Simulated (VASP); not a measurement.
Set up this calculation in VASP 6.6.1, as the native input.

```yaml
Task: single point
Functional: BLYP
Dispersion: D4
Potentials_or_basis: VASP PAW PBE potentials, release 64 (Pd)
Cutoff: 520 eV
k_mesh: 12 × 12 × 12
Occupations: fermi-dirac, width 0.05 eV
Spin: no spin polarisation
Dipole_correction: no
Further_INCAR_settings: ALGO = Normal; EDIFF = 1e-07; NBANDS = 11
```

The structure of Pd lies in POSCAR:

```
Pd
1.0
    0.0000000000      1.9739158978      1.9739158978
    1.9739158978      0.0000000000      1.9739158978
    1.9739158978      1.9739158978      0.0000000000
Pd
1
Direct
    0.0000000000      0.0000000000      0.0000000000
```

One way to write it, as run:

INCAR

```
AGGAC = 1.0
AGGAX = 1.0
ALDAC = 0.0
ALDAX = 1.0
ALGO = Normal
EDIFF = 1E-7
ENCUT = 520
GGA = B5
ISIF = 2
ISMEAR = -1
IVDW = 13
LASPH = True
LCHARG = False
LREAL = False
LWAVE = False
NBANDS = 11
NELM = 100
PREC = Accurate
SIGMA = 0.05
VDW_A1 = 0.44488865
VDW_A2 = 4.0933009
VDW_S6 = 1.0
VDW_S8 = 2.34076671
```

KPOINTS

```
k-points
0
Gamma
  12 12 12
```

Potentials or basis: VASP PAW PBE potentials, release 64 (Pd).

Run with:

```sh
$ cat potpaw_PBE.64/Pd/POTCAR > POTCAR
$ mpirun -np 1 vasp_std > vasp.out
```

Results of the run:

```yaml
Pressure: 0.4 GPa
Band_gap_on_the_k_mesh: zero (band 5 reaches 9.86 eV, above the bottom of band 6 at 8.36 eV)
Dispersion_energy_per_atom: -0.908 eV
```

Caveat: the PAW data sets were made with another functional, which shifts forces and pressure a little; pairwise dispersion overbinds metals, which lowers pressure and volume.

It took 27 s on 1 thread of Intel Xeon 8259CL, on a shared host, peak memory 0.15 GiB.
